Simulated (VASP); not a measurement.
A run of VASP 6.6.1:

INCAR

```
PREC = Accurate ; ENCUT = 650
EDIFF = 1E-7 ; ISMEAR = -1
SIGMA = 0.05 ; LREAL = Auto
LASPH = True ; NELM = 120
ALGO = Normal ; ISIF = 2
LWAVE = False ; LCHARG = False
GGA = PS ; IBRION = 2
NSW = 100 ; EDIFFG = -0.03
ISYM = -1 ; GGA_COMPAT = False
NELMIN = 4 ; KPAR = 1
```

The input KPOINTS:

```
explicit points
1
Reciprocal
  0.25000000   0.25000000   0.25000000 1
```

File POSCAR:

```
LiCl
1.0
   10.1327090000      0.0000000000      0.0000000000
    0.0000000000     10.1327090000      0.0000000000
    0.0000000000      0.0000000000     10.1327090000
Cl Li
31 31
Direct
    0.2485170000      0.0014420000      0.0001520000
    0.2523990000      0.9977210000      0.5006080000
    0.2497050000      0.4971910000      0.9953050000
    0.2492080000      0.5020770000      0.4968310000
    0.7499580000      0.9995710000      0.0004240000
    0.7475120000      0.0004340000      0.5023000000
    0.7514680000      0.4984530000      0.9963650000
    0.7539560000      0.4967260000      0.5009020000
    0.9991410000      0.2486990000      0.0018920000
    0.9991010000      0.2496130000      0.4983660000
    0.0006010000      0.7502470000      0.0030570000
    0.0020280000      0.7511750000      0.4988520000
    0.4979640000      0.2524010000      0.0019590000
    0.4998970000      0.2520020000      0.4994980000
    0.4975280000      0.7457570000      0.0019140000
    0.5005670000      0.7521120000      0.5006820000
    0.9998090000      0.0028460000      0.2501260000
    0.0002370000      0.9976600000      0.7476130000
    0.0017610000      0.5005460000      0.2454830000
    0.0029390000      0.5032400000      0.7515690000
    0.5042180000      0.0001880000      0.2536540000
    0.4976760000      0.0009830000      0.7501790000
    0.4991970000      0.4963370000      0.2493190000
    0.4989610000      0.5022510000      0.7504260000
    0.2491220000      0.2526050000      0.7524130000
    0.2466170000      0.7500640000      0.2468390000
    0.2520620000      0.7535450000      0.7489370000
    0.7482290000      0.2483710000      0.2494720000
    0.7509070000      0.2485770000      0.7502480000
    0.7504120000      0.7504790000      0.2502440000
    0.7481540000      0.7505480000      0.7487070000
    0.9981950000      0.9996140000      0.0040500000
    0.0013150000      0.9992680000      0.4998130000
    0.0006390000      0.4981090000      0.9985300000
    0.9999330000      0.5001280000      0.5014790000
    0.4999770000      0.0031250000      0.9988600000
    0.5002070000      0.9994450000      0.5018180000
    0.5015800000      0.4977680000      0.0022470000
    0.2487860000      0.2498580000      0.9980410000
    0.2508110000      0.2518000000      0.4994980000
    0.2499640000      0.7518600000      0.9971430000
    0.2474640000      0.7512100000      0.4977420000
    0.7489680000      0.2512550000      0.0006520000
    0.7520840000      0.2484360000      0.4992520000
    0.7544200000      0.7509310000      0.9971740000
    0.7507410000      0.7498490000      0.5018610000
    0.2533300000      0.0001730000      0.2507500000
    0.2500410000      0.9999110000      0.7512320000
    0.2477430000      0.4984410000      0.2475590000
    0.2516340000      0.4993590000      0.7507460000
    0.7524830000      0.9969880000      0.2494880000
    0.7508350000      0.0006530000      0.7527220000
    0.7494620000      0.4994070000      0.2473580000
    0.7521040000      0.4983860000      0.7488530000
    0.9997820000      0.2498390000      0.2501730000
    0.0005540000      0.2491560000      0.7491490000
    0.9993290000      0.7492960000      0.2482080000
    0.0001410000      0.7502760000      0.7516810000
    0.5038050000      0.2505500000      0.2490800000
    0.5026580000      0.2499160000      0.7509100000
    0.4974760000      0.7526650000      0.2490220000
    0.4997040000      0.7480170000      0.7462000000
```

Potentials or basis: VASP PAW PBE potentials, release 64 (Cl, Li_sv).

Command:

```sh
$ cat potpaw_PBE.64/Cl/POTCAR potpaw_PBE.64/Li_sv/POTCAR > POTCAR
$ mpirun -np 4 vasp_std > vasp.out
```

Hardware: 4 MPI ranks on AMD EPYC 7R43 64-Core Processor (Zen 3) (shared host).

Problem. Estimate the wall time of this run.

Solution. Wall time 48 min on 4 MPI ranks on AMD EPYC 7R43 64-Core Processor (Zen 3), with other jobs on the host, peak memory 0.54 GiB a rank. Counts: scf iterations 124, k points 1, ion steps 10.
